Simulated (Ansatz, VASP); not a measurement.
C in VASP and in Ansatz

The input INCAR:

```
SYSTEM = C
PREC = Accurate
ENCUT = 520
EDIFF = 1E-6
ISMEAR = 0
SIGMA = 0.05
LREAL = .FALSE.
LASPH = .TRUE.
NELM = 80
ALGO = Normal
ISIF = 2
LWAVE = .FALSE.
LCHARG = .TRUE.
GGA = PE
LELF = .TRUE.
LVHAR = .TRUE.
NBANDS = 36
```

Contents of KPOINTS:

```
regular mesh
0
G
  10 10 2
  0 0 0
```

File POSCAR:

```
C
1.0
    1.7857375322     -1.7857375322      0.0000000000
    1.7857375322      0.0000000000     -1.7857375322
    8.0358188949      6.6965157458      6.6965157458
C
12
Direct
    0.5989500000      0.5989500000      0.2708666667
   -0.0260500000     -0.0260500000      0.1042000000
    0.2239500000      0.2239500000      0.4375333333
    0.4739500000      0.4739500000      0.7708666667
    0.8489500000      0.8489500000      0.6042000000
    0.0989500000      0.0989500000      0.9375333333
    0.5677000000      0.5677000000      0.3958666667
    0.9427000000      0.9427000000      0.2292000000
    0.1927000000      0.1927000000      0.5625333333
    0.4427000000      0.4427000000      0.8958666667
   -0.1823000000     -0.1823000000      0.7292000000
    0.3177000000      0.3177000000      0.0625333333
```

Input for Ansatz:

```yaml
crystal:
  lattice:
    - [1.7857375322, -1.7857375322, 0.0]
    - [1.7857375322, 0.0, -1.7857375322]
    - [8.0358188949, 6.6965157458, 6.6965157458]
  atoms:
    - { symbol: C, position: [0.59895, 0.59895, 0.2708666667] }
    - { symbol: C, position: [-0.02605, -0.02605, 0.1042] }
    - { symbol: C, position: [0.22395, 0.22395, 0.4375333333] }
    - { symbol: C, position: [0.47395, 0.47395, 0.7708666667] }
    - { symbol: C, position: [0.84895, 0.84895, 0.6042] }
    - { symbol: C, position: [0.09895, 0.09895, 0.9375333333] }
    - { symbol: C, position: [0.5677, 0.5677, 0.3958666667] }
    - { symbol: C, position: [0.9427, 0.9427, 0.2292] }
    - { symbol: C, position: [0.1927, 0.1927, 0.5625333333] }
    - { symbol: C, position: [0.4427, 0.4427, 0.8958666667] }
    - { symbol: C, position: [-0.1823, -0.1823, 0.7292] }
    - { symbol: C, position: [0.3177, 0.3177, 0.0625333333] }
basis:
  ecutwfc: 420
kpoints:
  mp_grid: { grid: [10, 10, 2] }
hamiltonian:
  xc: pbe
scf:
  occupations: { method: gaussian, width: 0.05 }
output:
  forces: true
  stress: true
  eigenvalues: true
```

Alike in both runs: task single point; functional PBE; k mesh 10 × 10 × 2; occupations gaussian, width 0.05 eV; no spin polarisation.

```csv
,VASP,Ansatz
version,VASP 6.6.1,Ansatz 0.2.0
potentials or method,"VASP PAW PBE potentials, release 64 (C), cutoff 520 eV","scalar-relativistic, plane waves, PAW"
valence electrons in the cell,48,48
```

|  | VASP | Ansatz | Ansatz less VASP |
| --- | --- | --- | --- |
| gap on the k mesh at the Fermi level (eV) | 0.73 | 0.74 | +0.002 |
| least direct gap on the mesh (eV) | 2.14 | 2.15 | +0.004 |
| pressure (GPa) | 5.2 | 4.6 | -0.64 |
| traceless stress, the component that is largest in VASP (GPa) | -33.08 | -33.10 | -0.023 |
| rms of the force components (eV/Å) | 1.426 | 1.430 | +0.0040 |

Atom by atom the forces differ by 0.005 eV/Å (rms over components).
